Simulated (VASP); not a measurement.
A run of VASP 6.6.1:

Contents of INCAR:

```
SYSTEM = FeO
ALGO = Normal ; EDIFF = 1E-6
ENCUT = 600 ; GGA = PE
GGA_COMPAT = .FALSE. ; ISIF = 2
ISMEAR = -1 ; ISPIN = 2
LASPH = .TRUE. ; LCHARG = .FALSE.
LMAXMIX = 4 ; LORBIT = 11
LREAL = .FALSE. ; LWAVE = .FALSE.
MAGMOM = 3 0 ; NBANDS = 22
NELM = 200 ; PREC = Accurate
SIGMA = 0.05
```

KPOINTS

```
k-points
0
G
  11 11 11
  0 0 0
```

File POSCAR:

```
FeO
1.0
    1.4982937792      0.8650403168      2.4855247686
   -1.4982937792      0.8650403168      2.4855247686
    0.0000000000     -1.7300806335      2.4855247686
Fe O
1 1
Direct
    0.0000000000      0.0000000000      0.0000000000
    0.5000000000      0.5000000000      0.5000000000
```

Potentials or basis: VASP PAW PBE potentials, release 64 (Fe_sv, O).

Run with:

```sh
$ cat potpaw_PBE.64/Fe_sv/POTCAR potpaw_PBE.64/O/POTCAR > POTCAR
$ mpirun -np 1 vasp_std > vasp.out
```

Hardware: 1 thread of Intel(R) Xeon(R) Platinum 8375C CPU @ 2.90GHz (Ice Lake), with other jobs on the host.

Question: Estimate the wall time of this run.

Answer: It took 62 s on 1 thread of Intel(R) Xeon(R) Platinum 8375C CPU @ 2.90GHz (Ice Lake), on a shared host, peak memory 0.23 GiB. Counts: scf iterations 14, k points 146.
